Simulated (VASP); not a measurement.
# Al (Fm-3m) in VASP: further runs

Al is run at these levels: PBE+D3(BJ); tasks: single point.

All numbers are computed with VASP 6.6.1; they aren't measurements. Logs are shortened: lines on timing, memory, paths and dates and some standing lists are left out, and cuts for length are marked.

**1. The cell of the first run**

The structure is cubic, space group Fm-3m (No. 225). The conventional cell has a = 4.048 Å, b = 4.048 Å, c = 4.048 Å, α = 90.00°, β = 90.00°, γ = 90.00°. Within 3.8 Å of Al (site symmetry m-3m) lie 12 Al at 2.86 Å.

**2. Single point, PBE+D3(BJ)**

INCAR

```
PREC = Accurate
ENCUT = 520
EDIFF = 1E-7
ISMEAR = 0
SIGMA = 0.15
LREAL = False
LASPH = True
NELM = 100
ALGO = Fast
ISIF = 2
LWAVE = False
LCHARG = True
GGA = PE
IVDW = 12
LELF = True
LVHAR = True
NBANDS = 8
```

KPOINTS

```
regular mesh
0
Gamma
  20 20 20
```

POSCAR

```
Al
1.0
    0.0000000000      2.0239800000      2.0239800000
    2.0239800000      0.0000000000      2.0239800000
    2.0239800000      2.0239800000      0.0000000000
Al
1
Direct
    0.0000000000      0.0000000000      0.0000000000
```

Potentials or basis: VASP PAW PBE potentials, release 64 (Al).

Started as:

```sh
$ cat potpaw_PBE.64/Al/POTCAR > POTCAR
$ mpirun -np 1 vasp_std > vasp.out
```

OUTCAR:

```text
PREC = Accurate
   ENCUT = 520
   EDIFF = 1E-7
   ISMEAR = 0
   LREAL = False
   LASPH = True
   NELM = 100
   ISIF = 2
   GGA = PE
   IVDW = 12
 IVDW          = 12

 ion  position               nearest neighbor table
   1  0.000  0.000  0.000-

  LATTYP: Found a face centered cubic cell.
 ALAT       =     4.0479600000

  Lattice vectors:

 A1 = (   0.0000000000,   2.0239800000,   2.0239800000)
 A2 = (   2.0239800000,   0.0000000000,   2.0239800000)
 A3 = (   2.0239800000,   2.0239800000,   0.0000000000)

Analysis of symmetry for initial positions (statically):
=====================================================================
 Subroutine PRICEL returns:
 Original cell was already a primitive cell.

 Routine SETGRP: Setting up the symmetry group for a
 face centered cubic supercell.

 Subroutine GETGRP returns: Found 48 space group operations
 (whereof 48 operations were pure point group operations)
 out of a pool of 48 trial point group operations.

The static configuration has the point symmetry O_h .

Analysis of symmetry for dynamics (positions and initial velocities):
=====================================================================
 Subroutine PRICEL returns:
 Original cell was already a primitive cell.

 Routine SETGRP: Setting up the symmetry group for a
 face centered cubic supercell.

 Subroutine GETGRP returns: Found 48 space group operations
 (whereof 48 operations were pure point group operations)
 out of a pool of 48 trial point group operations.

The dynamic configuration has the point symmetry O_h .

 Subroutine INISYM returns: Found 48 space group operations
 (whereof 48 operations are pure point group operations),
 and found     1 'primitive' translations

----------------------------------------------------------------------------------------

                                     Primitive cell

  volume of cell :      16.5824

  direct lattice vectors                    reciprocal lattice vectors
     0.000000000  2.023980000  2.023980000    -0.247038014  0.247038014  0.247038014
     2.023980000  0.000000000  2.023980000     0.247038014 -0.247038014  0.247038014
     2.023980000  2.023980000  0.000000000     0.247038014  0.247038014 -0.247038014

  length of vectors
     2.862339966  2.862339966  2.862339966     0.427882392  0.427882392  0.427882392

  position of ions in fractional coordinates (direct lattice)
     0.000000000  0.000000000  0.000000000

  ion indices of the primitive-cell ions
   primitive index   ion index
                 1           1

----------------------------------------------------------------------------------------

 KPOINTS: regular mesh

Automatic generation of k-mesh.
 Grid dimensions read from file:
 generate k-points for:   20   20   20

 Generating k-lattice:

  Cartesian coordinates                     Fractional coordinates (reciprocal lattice)
    -0.012351901  0.012351901  0.012351901     0.050000000  0.000000000  0.000000000
     0.012351901 -0.012351901  0.012351901     0.000000000  0.050000000  0.000000000
     0.012351901  0.012351901 -0.012351901     0.000000000  0.000000000  0.050000000

  Length of vectors
     0.021394120  0.021394120  0.021394120

  Shift w.r.t. Gamma in fractional coordinates (k-lattice)
     0.000000000  0.000000000  0.000000000

 Subroutine IBZKPT returns following result:
 ===========================================

 Found    256 irreducible k-points:

 Following reciprocal coordinates:
            Coordinates               Weight
  0.000000  0.000000  0.000000      1.000000
  0.050000  0.000000  0.000000      8.000000
  0.100000  0.000000  0.000000      8.000000
  0.150000  0.000000  0.000000      8.000000
  0.200000  0.000000  0.000000      8.000000
  0.250000  0.000000  0.000000      8.000000
[... 16 lines left out ...]
 -0.400000  0.050000  0.000000     24.000000
 -0.350000  0.050000  0.000000     24.000000
 [... further k-points ...]
   k-points           NKPTS =    256   k-points in BZ     NKDIM =    256   number of bands    NBANDS=      8
   number of dos      NEDOS =    301   number of ions     NIONS =      1
   total plane-waves  NPLWV =  13824
   dimension x,y,z NGX =    24 NGY =   24 NGZ =   24
   dimension x,y,z NGXF=    48 NGYF=   48 NGZF=   48
   ions per type =               1
   NGX,Y,Z   is equivalent  to a cutoff of  13.94, 13.94, 13.94 a.u.
   NGXF,Y,Z  is equivalent  to a cutoff of  27.88, 27.88, 27.88 a.u.
 SYSTEM =  unknown system
   PREC   = accura    normal or accurate (medium, high low for compatibility)
   ISTART =      0    job   : 0-new  1-cont  2-samecut
   ICHARG =      2    charge: 1-file 2-atom 10-const
   ISPIN  =      1    spin polarized calculation?
   LNONCOLLINEAR =      F non collinear calculations
   LSORBIT =      F    spin-orbit coupling
   LASPH  =      T    aspherical Exc in radial PAW
   ENCUT  =  520.0 eV  38.22 Ry    6.18 a.u.   5.32  5.32  5.32*2*pi/ulx,y,z
   NELM   =    100;   NELMIN=  2; NELMDL= -5     # of ELM steps
   EDIFF  = 0.1E-06   stopping-criterion for ELM
   LREAL  =      F    real-space projection
   EDIFFG = 0.1E-05   stopping-criterion for IOM
   NSW    =      0    number of steps for IOM
   IBRION =     -1    ionic relax: 0-MD 1-quasi-New 2-CG
   NFREE  =      0    steps in history (QN), initial steepest desc. (CG)
   ISIF   =      2    stress and relaxation
   ISYM   =      2    0-nonsym 1-usesym 2-fastsym
   POTIM  = 0.5000    time-step for ionic-motion
   TEBEG  =    0.0;   TEEND  =   0.0 temperature during run
   PSTRESS=    0.0 pullay stress
   NELECT =       3.0000    total number of electrons
   NUPDOWN=      -1.0000    fix difference up-down
   EMIN   =  10.00;   EMAX   =-10.00  energy-range for DOS
   EFERMI =   0.00;   METHOD = LEGACY
   ISMEAR =     0;   SIGMA  =   0.15  broadening in eV -4-tet -1-fermi 0-gaus
   EFERMI_NEDOS =   21; number of points for ismear=-14 and -15
   IALGO  =     68    algorithm
   IMIX   =      4    mixing-type and parameters
     AMIX     =   0.40;   BMIX     =  1.00
     AMIX_MAG =   1.60;   BMIX_MAG =  1.00
  volume/ion in A,a.u.               =      16.58       111.90
  Fermi-wavevector in a.u.,A,eV,Ry     =   0.925903  1.749704 11.664236  0.857297
  Thomas-Fermi vector in A             =   2.051808
   LORBIT       =      0    0 simple, 1 ext, 2 COOP (PROOUT), +10 PAW based schemes
   GGA     = PE    functional components
   LHFCALC =     F    Hartree Fock is set to
   AEXX    =    0.0000 exact exchange contribution
   IVDW    =    12    specifies the selected vdW correction
   LEPSILON=     F    determine dielectric tensor
   LRPA    =     F    only Hartree local field effects (RPA)
 non-spin polarized calculation
 RMM-DIIS sequential band-by-band and
 Gauss-broadening in eV      SIGMA  =   0.15
  energy-cutoff  :      520.00
  volume of cell :       16.58
 maximum number of plane-waves:       460
 NGX is ok and might be reduce to    24
   NGX = 11   NGY = 11   NGZ = 11

 number of electron       3.0000000 magnetization

 Free energy of the ion-electron system (eV)
  ---------------------------------------------------
  ext. energy  EPLUGINS =         0.00000000
  ---------------------------------------------------
  free energy    TOTEN  =        -3.74756694 eV

  energy without entropy =       -3.74256481  energy(sigma->0) =       -3.74506587

 E-fermi :   7.9914     XC(G=0): -10.1788

 val. band max:        7.9743136928   @ k =  -0.3500   0.3500   0.0000
 cond. band min:       8.0218539073   @ k =  -0.4500   0.4000   0.0500
 fundamental gap:      0.0475402145
 Fermi energy:         7.9914231934

 k-point     1 :       0.0000    0.0000    0.0000
  band No.  band energies     occupation
      1      -3.1521      2.00000
      2      20.5394      0.00000
      3      20.5394      0.00000
      4      20.5394      0.00000
      5      21.9935      0.00000
      6      21.9935      0.00000
      7      21.9935      0.00000
      8      24.3772      0.00000

 k-point     2 :       0.0500    0.0000    0.0000
  band No.  band energies     occupation
      1      -3.0844      2.00000
      2      19.2296      0.00000
      3      20.2718      0.00000
      4      20.2718      0.00000
      5      22.3667      0.00000
      6      22.3667      0.00000
      7      22.5369      0.00000
      8      25.0954      0.00000

 k-point     3 :       0.1000    0.0000    0.0000
  band No.  band energies     occupation
      1      -2.8813      2.00000
      2      17.2510      0.00000
      3      19.8086      0.00000
      4      19.8086      0.00000
      5      22.6621      0.00000
      6      23.1289      0.00000
      7      23.1289      0.00000
      8      26.0279      0.00000

 k-point     4 :       0.1500    0.0000    0.0000
  band No.  band energies     occupation
      1      -2.5435      2.00000
      2      15.2339      0.00000
      3      19.3841      0.00000
      4      19.3841      0.00000
      5      22.5398      0.00000
      6      23.8660      0.00000
      7      23.8660      0.00000
      8      25.2200      0.00000

 k-point     5 :       0.2000    0.0000    0.0000
  band No.  band energies     occupation
      1      -2.0720      2.00000
      2      13.2658      0.00000
      3      19.0497      0.00000
      4      19.0497      0.00000
      5      22.3790      0.00000
      6      23.5401      0.00000
      7      23.5401      0.00000
      8      25.6249      0.00000
[... 177 lines left out ...]
 k-point    22 :      -0.4500    0.0500    0.0000
  band No.  band energies     occupation
      1       2.6885      2.00000
      2       4.4286      2.00000
      3      17.6394      0.00000
      4      18.6413      0.00000
      5      20.0037      0.00000
      6      20.2055      0.00000
      7      23.3410      0.00000
      8      24.1830      0.00000

 k-point    23 :      -0.4000    0.0500    0.0000
  band No.  band energies     occupation
      1       1.5364      2.00000
      2       5.8581      2.00000
      3      17.3798      0.00000
      4      19.1603      0.00000
      5      19.9540      0.00000
      6      20.5372      0.00000
      7      23.0296      0.00000
      8      24.7467      0.00000

 k-point    24 :      -0.3500    0.0500    0.0000
  band No.  band energies     occupation
      1       0.5052      2.00000
      2       7.4036      2.00000
      3      17.2371      0.00000
      4      19.7120      0.00000
      5      19.8960      0.00000
      6      21.1804      0.00000
      7      22.8321      0.00000
      8      25.4074      0.00000

 [... further k-points ...]

------------------------ aborting loop because EDIFF is reached ----------------------------------------

 Edisp (eV)   -0.33459

 E8    (eV) :    -0.1496

  FORCE on cell =-STRESS in cart. coord.  units (eV):
  Direction    XX          YY          ZZ          XY          YZ          ZX
  --------------------------------------------------------------------------------------
  -------------------------------------------------------------------------------------
  Total      -0.39479    -0.39479    -0.39479    -0.00000    -0.00000     0.00000
  in kB     -38.14448   -38.14448   -38.14448    -0.00000    -0.00000     0.00000
  external pressure =      -38.14 kB  Pullay stress =        0.00 kB

 VOLUME and BASIS-vectors are now :
 -----------------------------------------------------------------------------
  energy-cutoff  :      520.00
  volume of cell :       16.58
      direct lattice vectors                 reciprocal lattice vectors
     0.000000000  2.023980000  2.023980000    -0.247038014  0.247038014  0.247038014
     2.023980000  0.000000000  2.023980000     0.247038014 -0.247038014  0.247038014
     2.023980000  2.023980000  0.000000000     0.247038014  0.247038014 -0.247038014

 POSITION                                       TOTAL-FORCE (eV/Angst)
 -----------------------------------------------------------------------------------
      0.00000      0.00000      0.00000        -0.000000     -0.000000      0.000000
 -----------------------------------------------------------------------------------
    total drift:                               -0.000000      0.000000     -0.000000

  FREE ENERGIE OF THE ION-ELECTRON SYSTEM (eV)
  ---------------------------------------------------
  free  energy   TOTEN  =        -4.0821545642 eV

  energy  without entropy=       -4.0771524391  energy(sigma->0) =       -4.07965350
```

It took 10 s on 1 thread of Intel Xeon 6975P-C (Granite Rapids), shared host; peak memory 0.16 GiB.

What came out:

| Item | Value |
| --- | --- |
| Free energy | -4.0822 eV |
| Pressure | -3.8 GPa |
| Dispersion energy per atom | -0.335 eV |

Caveat: pairwise dispersion overbinds metals, which lowers pressure and volume.

**3. Single point, PBE+D3(BJ)**

INCAR

```
SYSTEM = Al
PREC = Accurate
ENCUT = 520
EDIFF = 1E-7
ISMEAR = 0
SIGMA = 0.15
LREAL = .FALSE.
LASPH = .TRUE.
NELM = 60
ALGO = Fast
ISIF = 2
LWAVE = .FALSE.
LCHARG = .FALSE.
GGA = PE
IVDW = 12
NBANDS = 8
```

KPOINTS

```
Automatic mesh
0
G
  22 22 22
  0 0 0
```

POSCAR is that of step 2.

Potentials or basis: VASP PAW PBE potentials, release 64 (Al).

Started as:

```sh
$ cat potpaw_PBE.64/Al/POTCAR > POTCAR
$ mpirun -np 1 vasp_std > vasp.out
```

Wall time 13 s (1 thread of Intel Xeon 6975P-C (Granite Rapids), shared host); peak memory 0.16 GiB.

The run converged. Its results:

| Item | Value |
| --- | --- |
| Free energy | -4.0840 eV |
| Pressure | -3.8 GPa |
| Dispersion energy per atom | -0.335 eV |

Levels at points of the mesh, in eV from the Fermi level:
```
           k point  band 1  band 2  band 3  band 4
(0.00, 0.00, 0.00)  -11.08   12.62   12.62   12.62
(0.50, 0.00, 0.00)   -4.55   -4.35   11.38   11.38
(0.50, 0.50, 0.00)   -2.89   -1.58    5.28    5.60
```

Caveat: pairwise dispersion overbinds metals, which lowers pressure and volume.
